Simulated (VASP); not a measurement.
Set up this calculation in VASP 6.6.1, as the native input.

| Property | Result |
| --- | --- |
| Task | single point |
| Functional | PBEsol |
| Potentials or basis | VASP PAW PBE potentials, release 64 (Zn) |
| Cutoff | 500 eV |
| k mesh | 9 × 9 × 5 |
| Occupations | gaussian, width 0.1 eV |
| Spin | no spin polarisation |
| Dipole correction | no |
| Further INCAR settings | ALGO = Normal; EDIFF = 1e-06; NBANDS = 12 |

The structure of Zn lies in POSCAR:

```
Zn
1.0
    3.0637080000      0.0000000000      0.0000000000
   -1.5318540000      2.6532490000      0.0000000000
    0.0000000000      0.0000000000      4.5451640000
Zn
1
Direct
    0.6666666667      0.3333333333      0.0000000000
```

One way to write it, as run:

INCAR

```
  ALGO = Normal
  EDIFF = 1E-6
  ENCUT = 500
  GGA = PS
  GGA_COMPAT = False
  ISIF = 2
  ISMEAR = 0
  LASPH = True
  LCHARG = False
  LREAL = False
  LWAVE = False
  NBANDS = 12
  NELM = 120
  PREC = Accurate
  SIGMA = 0.1
```

KPOINTS

```
k-points
0
Gamma
  9 9 5
```

Potentials or basis: VASP PAW PBE potentials, release 64 (Zn).

Run with:

```bash
$ cat potpaw_PBE.64/Zn/POTCAR > POTCAR
$ mpirun -np 1 vasp_std > vasp.out
```

Results of the run:

```yaml
Pressure: -4.7 GPa
Band_gap_on_the_k_mesh: zero (band 6 reaches -0.01 eV, above the bottom of band 7 at -1.78 eV)
```

Caveat: the PAW data sets were made with another functional, which shifts forces and pressure a little.

Wall time 4.1 s on 1 thread of Intel(R) Xeon(R) 6975P-C (Granite Rapids), on a shared host, peak memory 0.15 GiB.
